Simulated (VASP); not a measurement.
# Ru (P6_3/mmc) in VASP: further runs

Runs on Ru. Level: PBE. Tasks: single point.

All numbers are computed with VASP 6.6.1; they aren't measurements. Logs are shortened: lines on timing, memory, paths and dates and some standing lists are left out, and cuts for length are marked.

**1. The cell of the first run**

It takes space group P6_3/mmc (No. 194, hexagonal). The conventional cell has a = 2.593 Å, b = 2.593 Å, c = 4.468 Å, α = 90.00°, β = 90.00°, γ = 120.00°. Ru (site symmetry -6m2) has 12 Ru at 2.59 to 2.69 Å within 3.4 Å.

**2. Single point, PBE**

File INCAR:

```
SYSTEM = Ru
ALGO = Normal
EDIFF = 1E-6
ENCUT = 520
GGA = PE
ISIF = 2
ISMEAR = 0
LASPH = .True.
LCHARG = .False.
LREAL = .False.
LWAVE = .False.
NBANDS = 21
NELM = 80
PREC = Accurate
SIGMA = 0.15
```

File KPOINTS:

```
k-points
0
Gamma
  18 18 10
  0 0 0
```

File POSCAR:

```
Ru
1.0
    2.5929000000      0.0000000000      0.0000000000
   -1.2964500000      2.2455172695      0.0000000000
    0.0000000000      0.0000000000      4.4685000000
Ru
2
Direct
    0.3333333333      0.6666666667      0.2500000000
    0.6666666667      0.3333333333      0.7500000000
```

Potentials or basis: VASP PAW PBE potentials, release 64 (Ru_pv).

Started as:

```
> cat potpaw_PBE.64/Ru_pv/POTCAR > POTCAR
> mpirun -np 1 vasp_std > vasp.out
```

OUTCAR:

```text
SYSTEM = Ru
   EDIFF = 1E-6
   ENCUT = 520
   GGA = PE
   ISIF = 2
   ISMEAR = 0
   LASPH = .True.
   LREAL = .False.
   NELM = 80
   PREC = Accurate

 ion  position               nearest neighbor table
   1  0.333  0.667  0.250-   2 2.69   2 2.69   2 2.69   2 2.69   2 2.69   2 2.69
   2  0.667  0.333  0.750-   1 2.69   1 2.69   1 2.69   1 2.69   1 2.69   1 2.69

  LATTYP: Found a hexagonal cell.
 ALAT       =     2.5929000000
 C/A-ratio  =     1.7233599445

  Lattice vectors:

 A1 = (   2.5929000000,   0.0000000000,   0.0000000000)
 A2 = (  -1.2964500000,   2.2455172695,   0.0000000000)
 A3 = (   0.0000000000,   0.0000000000,   4.4685000000)

Analysis of symmetry for initial positions (statically):
=====================================================================
 Subroutine PRICEL returns:
 Original cell was already a primitive cell.

 Routine SETGRP: Setting up the symmetry group for a
 hexagonal supercell.

 Subroutine GETGRP returns: Found 24 space group operations
 (whereof 12 operations were pure point group operations)
 out of a pool of 24 trial point group operations.

The static configuration has the point symmetry D_3d.
 The point group associated with its full space group is D_6h.

Analysis of symmetry for dynamics (positions and initial velocities):
=====================================================================
 Subroutine PRICEL returns:
 Original cell was already a primitive cell.

 Routine SETGRP: Setting up the symmetry group for a
 hexagonal supercell.

 Subroutine GETGRP returns: Found 24 space group operations
 (whereof 12 operations were pure point group operations)
 out of a pool of 24 trial point group operations.

The dynamic configuration has the point symmetry D_3d.
 The point group associated with its full space group is D_6h.

 Subroutine INISYM returns: Found 24 space group operations
 (whereof 12 operations are pure point group operations),
 and found     1 'primitive' translations

----------------------------------------------------------------------------------------

                                     Primitive cell

  volume of cell :      26.0174

  direct lattice vectors                    reciprocal lattice vectors
     2.592900000  0.000000000  0.000000000     0.385668556  0.222665845  0.000000000
    -1.296450000  2.245517270  0.000000000     0.000000000  0.445331690  0.000000000
     0.000000000  0.000000000  4.468500000     0.000000000  0.000000000  0.223788743
[... 76 lines left out ...]
   ISTART =      0    job   : 0-new  1-cont  2-samecut
   ICHARG =      2    charge: 1-file 2-atom 10-const
   ISPIN  =      1    spin polarized calculation?
   LNONCOLLINEAR =      F non collinear calculations
   LSORBIT =      F    spin-orbit coupling
   LASPH  =      T    aspherical Exc in radial PAW
   ENCUT  =  520.0 eV  38.22 Ry    6.18 a.u.   4.82  4.82  8.31*2*pi/ulx,y,z
   NELM   =     80;   NELMIN=  2; NELMDL= -5     # of ELM steps
   EDIFF  = 0.1E-05   stopping-criterion for ELM
   LREAL  =      F    real-space projection
   EDIFFG = 0.1E-04   stopping-criterion for IOM
   NSW    =      0    number of steps for IOM
   IBRION =     -1    ionic relax: 0-MD 1-quasi-New 2-CG
   NFREE  =      0    steps in history (QN), initial steepest desc. (CG)
   ISIF   =      2    stress and relaxation
   ISYM   =      2    0-nonsym 1-usesym 2-fastsym
   POTIM  = 0.5000    time-step for ionic-motion
   TEBEG  =    0.0;   TEEND  =   0.0 temperature during run
   PSTRESS=    0.0 pullay stress
   NELECT =      28.0000    total number of electrons
   NUPDOWN=      -1.0000    fix difference up-down
   EMIN   =  10.00;   EMAX   =-10.00  energy-range for DOS
   EFERMI =   0.00;   METHOD = LEGACY
   ISMEAR =     0;   SIGMA  =   0.15  broadening in eV -4-tet -1-fermi 0-gaus
   EFERMI_NEDOS =   21; number of points for ismear=-14 and -15
   IALGO  =     38    algorithm
   IMIX   =      4    mixing-type and parameters
     AMIX     =   0.40;   BMIX     =  1.00
     AMIX_MAG =   1.60;   BMIX_MAG =  1.00
  volume/ion in A,a.u.               =      13.01        87.79
  Fermi-wavevector in a.u.,A,eV,Ry     =   1.677669  3.170334 38.294580  2.814572
  Thomas-Fermi vector in A             =   2.761894
   LORBIT       =      0    0 simple, 1 ext, 2 COOP (PROOUT), +10 PAW based schemes
   GGA     = PE    functional components
   LHFCALC =     F    Hartree Fock is set to
   AEXX    =    0.0000 exact exchange contribution
   IVDW    =     0    specifies the selected vdW correction
   LEPSILON=     F    determine dielectric tensor
   LRPA    =     F    only Hartree local field effects (RPA)
 non-spin polarized calculation
 Gauss-broadening in eV      SIGMA  =   0.15
  energy-cutoff  :      520.00
  volume of cell :       26.02
 maximum number of plane-waves:       724
 NGX is ok and might be reduce to    20
   NGX =  9   NGY =  9   NGZ = 17

 number of electron      27.9999999 magnetization

 Free energy of the ion-electron system (eV)
  ---------------------------------------------------
  ext. energy  EPLUGINS =         0.00000000
  ---------------------------------------------------
  free energy    TOTEN  =       -18.17044735 eV

  energy without entropy =      -18.15562768  energy(sigma->0) =      -18.16303751

 E-fermi :  13.6572     XC(G=0): -14.3834

 val. band max:       13.6570987240   @ k =   0.4444   0.0000   0.2000
 cond. band min:      13.6618391615   @ k =   0.3889   0.0556   0.5000
 fundamental gap:      0.0047404375
 Fermi energy:        13.6571815423

 k-point     1 :       0.0000    0.0000    0.0000
  band No.  band energies     occupation
      1     -30.0413      2.00000
      2     -28.9661      2.00000
      3     -28.9661      2.00000
      4     -28.9634      2.00000
      5     -28.8453      2.00000
      6     -28.8453      2.00000
[... 565 lines left out ...]
     20      24.0387      0.00000
     21      25.2057      0.00000

 [... further k-points ...]
[... 5 lines left out ...]
  --------------------------------------------------------------------------------------
  -------------------------------------------------------------------------------------
  Total        6.1937159      6.1937159     -1.5709960      0.0000000     -0.0000000      0.0000000
  in kB      381.4151466    381.4151467    -96.7434874      0.0000000     -0.0000000      0.0000000
  external PRESSURE =     222.0289353 kB  Pullay stress =       0.0000000 kB

 VOLUME and BASIS-vectors are now :
 -----------------------------------------------------------------------------
  energy-cutoff  :      520.00
  volume of cell :       26.02
      direct lattice vectors                 reciprocal lattice vectors
     2.592900000  0.000000000  0.000000000     0.385668556  0.222665845  0.000000000
    -1.296450000  2.245517270  0.000000000     0.000000000  0.445331690  0.000000000
     0.000000000  0.000000000  4.468500000     0.000000000  0.000000000  0.223788743

 POSITION                                       TOTAL-FORCE (eV/Angst)
 -----------------------------------------------------------------------------------
     -0.00000      1.49701      1.11712        -0.000000      0.000000      0.000000
      1.29645      0.74851      3.35137         0.000000      0.000000      0.000000
 -----------------------------------------------------------------------------------
    total drift:                                0.000000     -0.000000      0.000000

  FREE ENERGIE OF THE ION-ELECTRON SYSTEM (eV)
  ---------------------------------------------------
  free  energy   TOTEN  =       -18.1704473508 eV

  energy  without entropy=      -18.1556276788  energy(sigma->0) =      -18.16303751
```

OSZICAR:

```text
N       E                     dE             d eps       ncg     rms          rms(c)
DAV:   1     0.289317729960E+03    0.28932E+03   -0.17588E+04  9348   0.150E+03
DAV:   2    -0.135823255649E+02   -0.30290E+03   -0.29357E+03  9582   0.448E+02
DAV:   3    -0.193924280822E+02   -0.58101E+01   -0.57725E+01 10994   0.695E+01
DAV:   4    -0.194346188557E+02   -0.42191E-01   -0.42113E-01 11739   0.575E+00
DAV:   5    -0.194351154024E+02   -0.49655E-03   -0.49349E-03 10439   0.564E-01    0.199E+01
DAV:   6    -0.182672701787E+02    0.11678E+01   -0.25548E+00 10814   0.156E+01    0.608E+00
DAV:   7    -0.181785561582E+02    0.88714E-01   -0.41963E-01 10694   0.509E+00    0.125E+00
DAV:   8    -0.181703651190E+02    0.81910E-02   -0.18262E-02 10094   0.127E+00    0.163E-01
DAV:   9    -0.181704409731E+02   -0.75854E-04   -0.18747E-04 10829   0.142E-01    0.394E-02
DAV:  10    -0.181704477210E+02   -0.67479E-05   -0.21707E-05 10439   0.474E-02    0.102E-02
DAV:  11    -0.181704473508E+02    0.37017E-06   -0.41998E-06  9982   0.202E-02
   1 F= -.18170447E+02 E0= -.18163038E+02  d E =-.148197E-01
```

stdout:

```text
POSCAR found type information on POSCAR Ru
 POSCAR found :  1 types and       2 ions
 scaLAPACK will be used
 LDA part: xc-table for (Slater+PW92), standard interpolation
 POSCAR, INCAR and KPOINTS ok, starting setup
 FFT: planning ... GRIDC
 FFT: planning ... GRID_SOFT
 FFT: planning ... GRID
 WAVECAR not read
 entering main loop
```

It took 53 s on 1 thread of Intel Xeon Platinum 8488C (Sapphire Rapids), shared host; peak memory 0.21 GiB.

Results:

```yaml
Free_energy: -18.1704 eV
Pressure: 22.2 GPa
Band_gap_on_the_k_mesh: zero (bands 14 and 15 overlap by 3.10 eV)
```

Stress tensor (GPa, compression positive):
```
38.14  0.00  0.00
 0.00 38.14  0.00
 0.00  0.00 -9.67
```

Caveat: the cell stands under pressure.

**3. Single point, PBE**

This run uses another cell than the first one, of 13.13 Å³/atom.

File INCAR:

```
PREC = Accurate
ENCUT = 520
EDIFF = 1E-6
ISMEAR = 0
SIGMA = 0.15
LREAL = F
LASPH = T
NELM = 100
ALGO = Normal
ISIF = 2
LWAVE = F
LCHARG = T
GGA = PE
LELF = T
LVHAR = T
NBANDS = 21
```

File KPOINTS:

```
Automatic mesh
0
Gamma
  18 18 10
```

File POSCAR:

```
Ru
1.0
    2.6563000000      0.0000000000      0.0000000000
   -1.3281500000      2.3004232801      0.0000000000
    0.0000000000      0.0000000000      4.2966597850
Ru
2
Direct
    0.3333333333      0.6666666667      0.2500000000
    0.6666666667      0.3333333333      0.7500000000
```

Potentials or basis: VASP PAW PBE potentials, release 64 (Ru_pv).

Started as:

```
> cat potpaw_PBE.64/Ru_pv/POTCAR > POTCAR
> mpirun -np 1 vasp_std > vasp.out
```

Run time: 53 s. Hardware: 1 thread of Intel Xeon Platinum 8488C (Sapphire Rapids), shared host; peak memory 0.21 GiB.

It converged, with:

```yaml
Free_energy: -18.4004 eV
Pressure: 16.5 GPa
Band_gap_on_the_k_mesh: zero (bands 14 and 15 overlap by 3.26 eV)
```

Stress tensor (GPa, compression positive):
```
20.22  0.00  0.00
 0.00 20.22  0.00
 0.00  0.00  8.94
```

Levels at points of the mesh, in eV from the Fermi level:
```
           k point  band 11  band 12  band 13  band 14  band 15  band 16  band 17  band 18
(0.00, 0.00, 0.00)    -2.71    -2.04    -2.04    -1.28    -1.28     1.08     1.25     1.25
(0.50, 0.00, 0.00)    -2.30    -1.77    -1.70     1.66     1.93     2.05     4.31     6.45
(0.00, 0.00, 0.50)    -2.83    -2.83    -2.83    -2.83     0.57     0.57     0.57     0.57
(0.50, 0.00, 0.50)    -1.03    -1.03     0.49     0.49     1.89     1.89     3.55     3.55
```

Caveat: the cell stands under pressure.

**4. Single point, PBE**

This run uses another cell than the first one, of 13.21 Å³/atom.

File INCAR:

```
  ALGO = Normal
  EDIFF = 1E-6
  ENCUT = 520
  GGA = PE
  ISIF = 2
  ISMEAR = 0
  LASPH = True
  LCHARG = True
  LELF = True
  LREAL = False
  LVHAR = True
  LWAVE = False
  NBANDS = 21
  NELM = 100
  PREC = Accurate
  SIGMA = 0.15
```

File KPOINTS:

```
k-points
0
Gamma
  18 18 10
```

File POSCAR:

```
Ru
1.0
    2.7197977385      0.0000000000      0.0000000000
   -1.3598988693      2.3554139347      0.0000000000
    0.0000000000      0.0000000000      4.1248000000
Ru
2
Direct
    0.3333333333      0.6666666667      0.2500000000
    0.6666666667      0.3333333333      0.7500000000
```

Started as:

```
> cat potpaw_PBE.64/Ru_pv/POTCAR > POTCAR
> mpirun -np 1 vasp_std > vasp.out
```

It took 49 s on 1 thread of Intel Xeon Platinum 8488C (Sapphire Rapids), shared host; peak memory 0.21 GiB.

It converged, with:

```
Free energy            : -18.3809 eV
Pressure               : 15.4 GPa
Band gap on the k mesh : zero (bands 14 and 15 overlap by 3.36 eV)
```

Stress tensor (GPa, compression positive):
```
 8.40  0.00  0.00
 0.00  8.40  0.00
 0.00  0.00 29.32
```

Levels at points of the mesh, in eV from the Fermi level:
| k point | band 12 | band 13 | band 14 | band 15 | band 16 | band 17 |
| --- | --- | --- | --- | --- | --- | --- |
| (0.00, 0.00, 0.00) | -1.95 | -1.95 | -1.80 | -1.80 | 1.21 | 1.21 |
| (0.50, 0.00, 0.00) | -1.90 | -1.35 | 1.20 | 1.75 | 2.18 | 4.08 |
| (0.00, 0.00, 0.50) | -3.06 | -2.57 | -2.57 | 0.61 | 0.61 | 0.61 |
| (0.50, 0.00, 0.50) | -1.29 | 0.42 | 0.42 | 1.55 | 1.55 | 3.44 |

Caveat: the cell stands under pressure.

**5. Single point, PBE**

This run uses another cell than the first one, of 13.26 Å³/atom.

File INCAR:

```
SYSTEM = Ru
ALGO     = Normal         ! electronic algorithm
EDIFF    = 1E-6           ! SCF threshold, eV
ENCUT    = 520            ! plane-wave cutoff, eV
GGA      = PE             ! functional
ISIF     = 2              ! what is computed and relaxed
ISMEAR   = 0              ! smearing method
LASPH    = .True.         ! aspherical terms in the spheres
LCHARG   = .False.        ! write CHGCAR
LREAL    = .False.        ! projectors in reciprocal space
LWAVE    = .False.        ! write WAVECAR
NBANDS   = 21             ! bands
NELM     = 100            ! most SCF steps
PREC     = Accurate       ! precision mode
SIGMA    = 0.15           ! smearing width, eV
```

File KPOINTS:

```
k-points
0
Gamma
  18 18 10
  0 0 0
```

File POSCAR:

```
Ru
1.0
    2.7833000000      0.0000000000      0.0000000000
   -1.3916500000      2.4104085063      0.0000000000
    0.0000000000      0.0000000000      3.9529000000
Ru
2
Direct
    0.3333333333      0.6666666667      0.2500000000
    0.6666666667      0.3333333333      0.7500000000
```

Potentials or basis: VASP PAW PBE potentials, release 64 (Ru_pv).

Started as:

```
> cat potpaw_PBE.64/Ru_pv/POTCAR > POTCAR
> mpirun -np 1 vasp_std > vasp.out
```

OUTCAR:

```text
SYSTEM = Ru
   EDIFF = 1E-6
   ENCUT = 520
   GGA = PE
   ISIF = 2
   ISMEAR = 0
   LASPH = .True.
   LREAL = .False.
   NELM = 100
   PREC = Accurate

 ion  position               nearest neighbor table
   1  0.333  0.667  0.250-   2 2.55   2 2.55   2 2.55   2 2.55   2 2.55   2 2.55
   2  0.667  0.333  0.750-   1 2.55   1 2.55   1 2.55   1 2.55   1 2.55   1 2.55

  LATTYP: Found a hexagonal cell.
 ALAT       =     2.7833000000
 C/A-ratio  =     1.4202206014

  Lattice vectors:

 A1 = (   2.7833000000,   0.0000000000,   0.0000000000)
 A2 = (  -1.3916500000,   2.4104085063,   0.0000000000)
[... 191 lines left out ...]
      4     -29.2854      2.00000
      5     -29.2854      2.00000
      6     -29.1213      2.00000
[... 565 lines left out ...]
     20      23.7144      0.00000
     21      24.4400      0.00000

 [... further k-points ...]
[... 5 lines left out ...]
  --------------------------------------------------------------------------------------
  -------------------------------------------------------------------------------------
  Total        0.3809192      0.3809192      8.4771522      0.0000000      0.0000000     -0.0000000
  in kB       23.0131951     23.0131951    512.1463294      0.0000000      0.0000000     -0.0000000
  external PRESSURE =     186.0575732 kB  Pullay stress =       0.0000000 kB

 VOLUME and BASIS-vectors are now :
 -----------------------------------------------------------------------------
  energy-cutoff  :      520.00
  volume of cell :       26.52
      direct lattice vectors                 reciprocal lattice vectors
     2.783300000  0.000000000  0.000000000     0.359285740  0.207433719  0.000000000
    -1.391650000  2.410408506  0.000000000     0.000000000  0.414867437  0.000000000
     0.000000000  0.000000000  3.952900000     0.000000000  0.000000000  0.252978826

 POSITION                                       TOTAL-FORCE (eV/Angst)
 -----------------------------------------------------------------------------------
     -0.00000      1.60694      0.98823        -0.000000      0.000000      0.000000
      1.39165      0.80347      2.96468         0.000000     -0.000000      0.000000
 -----------------------------------------------------------------------------------
    total drift:                               -0.000000      0.000000     -0.000000

  FREE ENERGIE OF THE ION-ELECTRON SYSTEM (eV)
  ---------------------------------------------------
  free  energy   TOTEN  =       -18.1342164892 eV

  energy  without entropy=      -18.1133979776  energy(sigma->0) =      -18.12380723
```

OSZICAR:

```text
N       E                     dE             d eps       ncg     rms          rms(c)
DAV:   1     0.288965632595E+03    0.28897E+03   -0.17604E+04  9356   0.149E+03
DAV:   2    -0.134252089583E+02   -0.30239E+03   -0.29297E+03  9584   0.447E+02
DAV:   3    -0.193383932524E+02   -0.59132E+01   -0.58824E+01 10849   0.701E+01
DAV:   4    -0.193826771706E+02   -0.44284E-01   -0.44231E-01 11776   0.581E+00
DAV:   5    -0.193832203023E+02   -0.54313E-03   -0.53900E-03 10597   0.568E-01    0.192E+01
DAV:   6    -0.182192514527E+02    0.11640E+01   -0.25682E+00 10804   0.157E+01    0.581E+00
DAV:   7    -0.181423898259E+02    0.76862E-01   -0.45900E-01 10649   0.506E+00    0.128E+00
DAV:   8    -0.181342309911E+02    0.81588E-02   -0.20661E-02 10224   0.136E+00    0.307E-01
DAV:   9    -0.181342101840E+02    0.20807E-04   -0.30756E-04 10850   0.173E-01    0.342E-02
DAV:  10    -0.181342173070E+02   -0.71230E-05   -0.37269E-05 10389   0.592E-02    0.147E-02
DAV:  11    -0.181342164892E+02    0.81774E-06   -0.85640E-06 10594   0.285E-02
   1 F= -.18134216E+02 E0= -.18123807E+02  d E =-.208185E-01
```

It took 47 s on 1 thread of Intel Xeon Platinum 8488C (Sapphire Rapids), shared host; peak memory 0.22 GiB.

Results:

| Item | Value |
| --- | --- |
| Free energy | -18.1342 eV |
| Pressure | 18.6 GPa |
| Band gap on the k mesh | zero (bands 14 and 15 overlap by 2.95 eV) |

Levels at points of the mesh, in eV from the Fermi level:
| k point | band 10 | band 11 | band 12 | band 13 | band 14 | band 15 | band 16 | band 17 | band 18 | band 19 |
| --- | --- | --- | --- | --- | --- | --- | --- | --- | --- | --- |
| (0.00, 0.00, 0.00) | -2.90 | -2.33 | -2.33 | -1.91 | -1.91 | -1.52 | 1.17 | 1.17 | 2.66 | 10.37 |
| (0.50, 0.00, 0.00) | -3.93 | -2.26 | -1.52 | -0.98 | 0.73 | 1.47 | 2.42 | 3.79 | 5.81 | 10.37 |
| (0.00, 0.00, 0.50) | -3.41 | -3.41 | -3.41 | -2.20 | -2.20 | 0.72 | 0.72 | 0.72 | 0.72 | 10.37 |
| (0.50, 0.00, 0.50) | -4.33 | -1.58 | -1.58 | 0.32 | 0.32 | 1.23 | 1.23 | 3.26 | 3.26 | 10.36 |

Caveat: the cell stands under pressure.

(Part 1 of 2 ends here.)
